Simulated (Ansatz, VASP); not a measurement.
Bi2IBrO2 in VASP and in Ansatz

```
CELL_PARAMETERS angstrom
3.98843 -3.98843 0.00000
3.98843 3.98843 0.00000
0.00000 0.00000 8.22640
ATOMIC_POSITIONS crystal
Bi 0.75000 0.25000 0.15400
Bi 0.25000 0.75000 0.15400
Bi 0.25000 0.25000 0.84600
Bi 0.75000 0.75000 0.84600
I 0.75000 0.25000 0.65300
I 0.25000 0.25000 0.34700
Br 0.25000 0.75000 0.65300
Br 0.75000 0.75000 0.34700
O 0.00000 0.00000 0.00000
O 0.50000 0.50000 0.00000
O 0.00000 0.50000 0.00000
O 0.50000 0.00000 0.00000
```

Alike in both runs: task single point; functional PBEsol; k mesh 4 × 4 × 2; occupations gaussian, width 0.1 eV; no spin polarisation.

|  | VASP | Ansatz |
| --- | --- | --- |
| version | VASP 6.6.1 | Ansatz 0.2.0 |
| potentials or method | VASP PAW PBE potentials, release 64 (Bi_d, I, Br, O), cutoff 520 eV | scalar-relativistic, plane waves, PAW |
| valence electrons in the cell | 112 | 132 |

|  | VASP | Ansatz | Ansatz less VASP |
| --- | --- | --- | --- |
| gap on the k mesh at the Fermi level (eV) | 1.60 | 1.61 | +0.008 |
| least direct gap on the mesh (eV) | 1.78 | 1.78 | +0.005 |
| pressure (GPa) | -1.0 | -1.1 | -0.07 |
| rms of the force components (eV/Å) | 0.284 | 0.296 | +0.0116 |

VASP's potentials were made for PBE, not for PBEsol. VASP's potentials hold 112 valence electrons a cell and Ansatz's 132, so a difference there can come from the potentials and not from the codes.

Neither program's run includes spin-orbit coupling.
